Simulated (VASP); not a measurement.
# GaAs (F-43m) in VASP: a series of runs, part 2 of 2

VASP 6.6.1. Earlier steps stand in the parts before.

## 4. Single point, PBE0

File POSCAR:

```
GaAs
1.0
    0.0000000000      2.8268500000      2.8268500000
    2.8268500000      0.0000000000      2.8268500000
    2.8268500000      2.8268500000      0.0000000000
As Ga
1 1
Direct
    0.7500000000      0.7500000000      0.7500000000
    0.0000000000      0.0000000000      0.0000000000
```

File INCAR.step1:

```
SYSTEM = GaAs
PREC     = Accurate       ! precision mode
ENCUT    = 520            ! plane-wave cutoff, eV
EDIFF    = 1E-5           ! SCF threshold, eV
ISMEAR   = -1             ! smearing method
SIGMA    = 0.05           ! smearing width, eV
LREAL    = .False.        ! projectors in reciprocal space
LASPH    = .True.         ! aspherical terms in the spheres
NELM     = 100            ! most SCF steps
ALGO     = Normal         ! electronic algorithm
ISIF     = 2              ! what is computed and relaxed
LWAVE    = .True.         ! write WAVECAR
LCHARG   = .False.        ! write CHGCAR
GGA      = PE             ! functional
NBANDS   = 16             ! bands
```

File INCAR.step2:

```
SYSTEM = GaAs
PREC     = Accurate       ! precision mode
ENCUT    = 520            ! plane-wave cutoff, eV
EDIFF    = 1E-6           ! SCF threshold, eV
ISMEAR   = -1             ! smearing method
SIGMA    = 0.05           ! smearing width, eV
LREAL    = .False.        ! projectors in reciprocal space
LASPH    = .True.         ! aspherical terms in the spheres
NELM     = 100            ! most SCF steps
ALGO     = Normal         ! electronic algorithm
ISIF     = 2              ! what is computed and relaxed
LWAVE    = .False.        ! write WAVECAR
LCHARG   = .False.        ! write CHGCAR
GGA      = PE             ! functional
LHFCALC  = .True.         ! exact exchange
AEXX     = 0.25           ! exact-exchange fraction
PRECFOCK = Normal       
ISTART   = 1            
NBANDS   = 16             ! bands
```

File KPOINTS:

```
regular mesh
0
Gamma
  6 6 6
  0 0 0
```

Potentials or basis: VASP PAW PBE potentials, release 64 (As, Ga_d).

The run is started by

```bash
$ cat potpaw_PBE.64/As/POTCAR potpaw_PBE.64/Ga_d/POTCAR > POTCAR
$ cp INCAR.step1 INCAR
$ mpirun -np 1 vasp_std > vasp.out
$ cp INCAR.step2 INCAR
$ mpirun -np 1 vasp_std > vasp.out
```

OUTCAR:

```text
SYSTEM = GaAs
   PREC = Accurate
   ENCUT = 520
   EDIFF = 1E-6
   ISMEAR = -1
   LREAL = .False.
   LASPH = .True.
   NELM = 100
   ISIF = 2
   GGA = PE
   LHFCALC = .True.
   AEXX = 0.25
   PRECFOCK = Normal
   ISTART = 1

 ion  position               nearest neighbor table
   1  0.750  0.750  0.750-   2 2.45   2 2.45   2 2.45   2 2.45
   2  0.000  0.000  0.000-   1 2.45   1 2.45   1 2.45   1 2.45

  LATTYP: Found a face centered cubic cell.
 ALAT       =     5.6537000000

  Lattice vectors:

 A1 = (   0.0000000000,   2.8268500000,   2.8268500000)
 A2 = (   2.8268500000,   0.0000000000,   2.8268500000)
 A3 = (   2.8268500000,   2.8268500000,   0.0000000000)

Analysis of symmetry for initial positions (statically):
=====================================================================
 Subroutine PRICEL returns:
 Original cell was already a primitive cell.

 Routine SETGRP: Setting up the symmetry group for a
 face centered cubic supercell.

 Subroutine GETGRP returns: Found 24 space group operations
 (whereof 24 operations were pure point group operations)
 out of a pool of 48 trial point group operations.

The static configuration has the point symmetry T_d .

Analysis of symmetry for dynamics (positions and initial velocities):
=====================================================================
 Subroutine PRICEL returns:
 Original cell was already a primitive cell.

 Routine SETGRP: Setting up the symmetry group for a
 face centered cubic supercell.

 Subroutine GETGRP returns: Found 24 space group operations
 (whereof 24 operations were pure point group operations)
 out of a pool of 48 trial point group operations.

The dynamic configuration has the point symmetry T_d .

[... 111 lines left out ...]
  Fermi-wavevector in a.u.,A,eV,Ry     =   1.204628  2.276417 19.743799  1.451128
  Thomas-Fermi vector in A             =   2.340347
   LORBIT       =      0    0 simple, 1 ext, 2 COOP (PROOUT), +10 PAW based schemes
   GGA     = PE    functional components
   LHFCALC =     T    Hartree Fock is set to
   PRECFOCK=normal    Normal, Fast or Accurate (Low or Medium for compatibility)
   ENCUT4O =  -1.0   cutoff for four orbital integrals eV
   NKREDX  =     1    reduce k-point grid by
   NKREDY  =     1    reduce k-point grid by
   NKREDZ  =     1    reduce k-point grid by
   AEXX    =    0.2500 exact exchange contribution
   HFSCREEN=    0.0000 screening length (either q_TF or 0.3 A-1)
   HFSCREENC=   0.0000 screening length for correlation (either q_TF or 0.3 A-1)
   ENCUTFOCK=  -1.0 apply spherical cutoff to Coloumb kernel
   IVDW    =     0    specifies the selected vdW correction
   LEPSILON=     F    determine dielectric tensor
   LRPA    =     F    only Hartree local field effects (RPA)
 non-spin polarized calculation
  energy-cutoff  :      520.00
  volume of cell :       45.18
 maximum number of plane-waves:      1243
 NGX is ok and might be reduce to    30
  NGX = 24; NGY = 24; NGZ = 24

 number of electron      17.9999995 magnetization

 Free energy of the ion-electron system (eV)
  ---------------------------------------------------
  ext. energy  EPLUGINS =         0.00000000
  ---------------------------------------------------
  free energy    TOTEN  =       -10.72805474 eV

  energy without entropy =      -10.72805474  energy(sigma->0) =      -10.72805474

 E-fermi :   4.2371     XC(G=0):  -7.5820

 val. band max:        3.1741772000   @ k =   0.0000   0.0000   0.0000
 cond. band min:       5.2172129813   @ k =   0.0000   0.0000   0.0000
 fundamental gap:      2.0430357813
 Fermi energy:         4.2371080306

 k-point     1 :       0.0000    0.0000    0.0000
  band No.  band energies     occupation
      1     -14.2711      2.00000
      2     -14.2711      2.00000
      3     -14.2711      2.00000
      4     -14.1901      2.00000
      5     -14.1901      2.00000
      6     -10.8900      2.00000
[... 281 lines left out ...]
      3     -14.2293      2.00000
      4     -14.2042      2.00000
      5     -14.1842      2.00000
      6      -8.0952      2.00000
[... 8 lines left out ...]
     15      17.3576      0.00000
     16      18.4059      0.00000

------------------------ aborting loop because EDIFF is reached ----------------------------------------

  FORCE on cell =-STRESS in cart. coord.  units (eV):
  Direction    XX          YY          ZZ          XY          YZ          ZX
  --------------------------------------------------------------------------------------
  -------------------------------------------------------------------------------------
  Total        0.2155567      0.2155567      0.2155567      0.0000000      0.0000000      0.0000000
  in kB        7.6442308      7.6442308      7.6442308      0.0000000      0.0000000      0.0000000
  external PRESSURE =       7.6442308 kB  Pullay stress =       0.0000000 kB

 VOLUME and BASIS-vectors are now :
 -----------------------------------------------------------------------------
  energy-cutoff  :      520.00
  volume of cell :       45.18
      direct lattice vectors                 reciprocal lattice vectors
     0.000000000  2.826850000  2.826850000    -0.176875321  0.176875321  0.176875321
     2.826850000  0.000000000  2.826850000     0.176875321 -0.176875321  0.176875321
     2.826850000  2.826850000  0.000000000     0.176875321  0.176875321 -0.176875321

 POSITION                                       TOTAL-FORCE (eV/Angst)
 -----------------------------------------------------------------------------------
      4.24027      4.24027      4.24027         0.000000      0.000000      0.000000
      0.00000      0.00000      0.00000        -0.000000     -0.000000     -0.000000
 -----------------------------------------------------------------------------------
    total drift:                                0.000041      0.000035      0.000028

  FREE ENERGIE OF THE ION-ELECTRON SYSTEM (eV)
  ---------------------------------------------------
  free  energy   TOTEN  =       -10.7280547384 eV

  energy  without entropy=      -10.7280547384  energy(sigma->0) =      -10.72805474
```

OUTCAR.step1:

```text
SYSTEM = GaAs
   PREC = Accurate
   ENCUT = 520
   EDIFF = 1E-5
   ISMEAR = -1
   LREAL = .False.
[... 515 lines left out ...]
      4.24027      4.24027      4.24027        -0.000000     -0.000000     -0.000000
      0.00000      0.00000      0.00000         0.000000      0.000000      0.000000
 -----------------------------------------------------------------------------------
    total drift:                               -0.000002     -0.000002     -0.000002

  FREE ENERGIE OF THE ION-ELECTRON SYSTEM (eV)
  ---------------------------------------------------
  free  energy   TOTEN  =        -8.2270168488 eV

  energy  without entropy=       -8.2269611918  energy(sigma->0) =       -8.22698902
```

OSZICAR.step1:

```text
N       E                     dE             d eps       ncg     rms          rms(c)
DAV:   1     0.871784075716E+02    0.87178E+02   -0.90111E+03   512   0.152E+03
DAV:   2    -0.141306391289E+01   -0.88591E+02   -0.84846E+02   576   0.317E+02
DAV:   3    -0.828491063544E+01   -0.68718E+01   -0.68494E+01   608   0.681E+01
DAV:   4    -0.839004811293E+01   -0.10514E+00   -0.10512E+00   608   0.944E+00
DAV:   5    -0.839141493178E+01   -0.13668E-02   -0.13668E-02   664   0.993E-01    0.291E+00
DAV:   6    -0.824593089215E+01    0.14548E+00   -0.21426E-01   784   0.798E+00    0.176E+00
DAV:   7    -0.822556291156E+01    0.20368E-01   -0.65568E-02   672   0.184E+00    0.565E-01
DAV:   8    -0.822647743362E+01   -0.91452E-03   -0.10710E-02   592   0.117E+00    0.110E-01
DAV:   9    -0.822689321317E+01   -0.41578E-03   -0.97369E-04   624   0.372E-01    0.506E-02
DAV:  10    -0.822696391264E+01   -0.70699E-04   -0.75512E-05   680   0.899E-02    0.276E-02
DAV:  11    -0.822701660728E+01   -0.52695E-04   -0.73667E-05   568   0.657E-02    0.314E-03
DAV:  12    -0.822701684880E+01   -0.24152E-06   -0.11672E-06   496   0.157E-02
   1 F= -.82270168E+01 E0= -.82269890E+01  d E =-.556570E-04
```

It took 60 min on 1 thread of AMD EPYC 7R13 (Zen 3), shared host; peak memory 0.17 GiB.

Results:

* Free energy: -10.7281 eV
* Pressure: 0.8 GPa
* Band gap on the k mesh: 2.04 eV

Caveat: the PAW data sets were made with another functional, which shifts forces and pressure a little.

## 5. Overview

```tsv
level	cell	k mesh	smearing	grid for exact exchange (PRECFOCK)	share of exact exchange	gap on the mesh (eV)	pressure (GPa)
PBE	a = 3.998 Å, angles 60.0°, 2 atoms	6 × 6 × 6	fermi-dirac 0.02 eV	-	-	0.52	3.4
BLYP	a = 3.944 Å, angles 60.0°, 2 atoms	8 × 8 × 8	gaussian 0.01 eV	-	-	0.71	10.9
PBE0	a = 3.998 Å, angles 60.0°, 2 atoms	6 × 6 × 6	fermi-dirac 0.05 eV	Normal	0.25	2.04	0.8
```

Alike in all rows: task single point; potentials or basis VASP PAW PBE potentials, release 64 (As, Ga_d); no spin polarisation; cutoff (eV) 520.

Caveats: the cell stands under pressure (at least some runs); the PAW data sets were made with another functional, which shifts forces and pressure a little (at least some runs).

Absolute energies hang on the potentials; compare differences alone.

## 6. How close it comes

Step 4. Measured gap of GaAs: 1.412 eV (direct; 300 K; “Evidence of valence band perturbations in GaAsN/GaAs(001): A combined variable-angle spectroscopic ellipsometry and modulated photoreflectance investigation”, 2008, arxiv:0805.2212). This calculation gives 2.04 eV (+0.63 eV). 3 values of this kind are on record (1.412 to 1.51 eV); this one was drawn at random among those near their median, those with a stated uncertainty first. Spin-orbit coupling on As, Ga is left out. The value is that of PBE0 on a finite k mesh, which can miss the band edges, without temperature or zero-point motion.
